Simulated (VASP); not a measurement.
Here is a VASP 6.6.1 calculation.

File INCAR:

```
SYSTEM = MgZn2Te3
PREC     = Accurate       ! precision mode
ENCUT    = 520            ! plane-wave cutoff, eV
EDIFF    = 1E-6           ! SCF threshold, eV
ISMEAR   = 0              ! smearing method
SIGMA    = 0.1            ! smearing width, eV
LREAL    = .False.        ! projectors in reciprocal space
LASPH    = .True.         ! aspherical terms in the spheres
NELM     = 60             ! most SCF steps
ALGO     = Normal         ! electronic algorithm
ISIF     = 2              ! what is computed and relaxed
LWAVE    = .False.        ! write WAVECAR
LCHARG   = .True.         ! write CHGCAR
GGA      = PE             ! functional
LELF     = .True.         ! ELF
LVHAR    = .True.       
NBANDS   = 56             ! bands
```

KPOINTS

```
Automatic mesh
0
Gamma
  4 2 2
  0 0 0
```

POSCAR

```
MgZn2Te3
1.0
    4.4590215284      0.0002310554     -0.0001037383
   -0.0004486696      7.6664565227      0.0149520983
    0.0009378177      0.0218367721     10.9313205686
Mg Zn Te
2 4 6
Direct
    0.9998955113      0.3340698278      0.3346409125
    0.5001768363      0.8338881456      0.3344396347
   -0.0004191773     -0.0001753820      0.9947423977
    0.5002862456      0.4996100811      0.9946164323
    0.5001748101      0.1663964147      0.6719499494
    0.9998761505      0.6665717882      0.6721812892
    0.0001762206      0.0001433273      0.2396717743
    0.4999310180      0.4999786166      0.2395492679
    0.4996320368      0.1664054617      0.9164793553
    1.0002210347      0.6665485885      0.9166460507
    1.0001328764      0.3333690214      0.5926173909
    0.4999164368      0.8331941089      0.5924655451
```

Potentials or basis: VASP PAW PBE potentials, release 64 (Mg, Zn, Te).

Run with:

```bash
$ cat potpaw_PBE.64/Mg/POTCAR potpaw_PBE.64/Zn/POTCAR potpaw_PBE.64/Te/POTCAR > POTCAR
$ mpirun -np 1 vasp_std > vasp.out
```

Task: What does it give for the pressure?

Result: 0.0 GPa.

Task: Estimate the band gap on the k mesh.

Result: 1.20 eV.

Task: What does it give for the largest force?

Result: 0.010 eV/Å.

Forces in eV/Å, atoms in the order of the input:
```
Mg   0.000 -0.001  0.000
Mg   0.000  0.000  0.002
Zn   0.001  0.000  0.001
Zn  -0.001  0.001  0.001
Zn  -0.001  0.000  0.005
Zn   0.000  0.000  0.003
Te  -0.001  0.000  0.008
Te   0.000  0.000  0.010
Te   0.003  0.001 -0.006
Te  -0.002 -0.002 -0.008
Te  -0.001 -0.001 -0.009
Te   0.001  0.002 -0.007
```

Caveat: spin-orbit coupling is left out, which moves the levels of the heavy elements. PBE gaps usually lie below the measured ones, often by a third to a half.
